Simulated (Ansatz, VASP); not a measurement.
**ScGa5S: VASP beside Ansatz**

```xyz
7
Lattice="2.8293 1.6335 4.8787 -2.8293 1.6335 4.8787 0.0000 -3.2670 4.8787" Properties=species:S:1:pos:R:3 pbc="T T T"
Sc    0.0000    0.0000    0.0000
Ga    0.0000   -1.6335    2.4394
Ga    1.4147    0.8167    2.4394
Ga   -1.4147    0.8167    2.4394
Ga    0.0000    0.0000    4.7437
Ga    0.0000    0.0000    9.8925
S     0.0000    0.0000    7.3181
```

Alike in both runs: functional PBE; k mesh 4 × 4 × 4; occupations gaussian, width 0.2 eV; no spin polarisation.

Ansatz relaxed the structure, and its values are those at the end. VASP's run is a single point on that final structure, the one shown.

|  | VASP | Ansatz |
| --- | --- | --- |
| version | VASP 6.6.1 | Ansatz 0.2.0 |
| potentials or method | VASP PAW PBE potentials, release 64 (Sc_sv, Ga_d, S), cutoff 520 eV | scalar-relativistic, plane waves, PAW |
| valence electrons in the cell | 82 | 82 |

Ansatz gave:

```
gap on the k mesh at the Fermi level (eV) : none
pressure (GPa)                            : -0.5
rms of the force components (eV/Å)        : 0.011
```

Problem. Which values does VASP return?

Solution. gap on the k mesh at the Fermi level (eV): none; pressure (GPa): -0.4; rms of the force components (eV/Å): 0.011.

A gap of «none» marks a metal or a gap that the smearing closes. With one functional, cell and mesh, what is left measures potentials, basis and numerics.
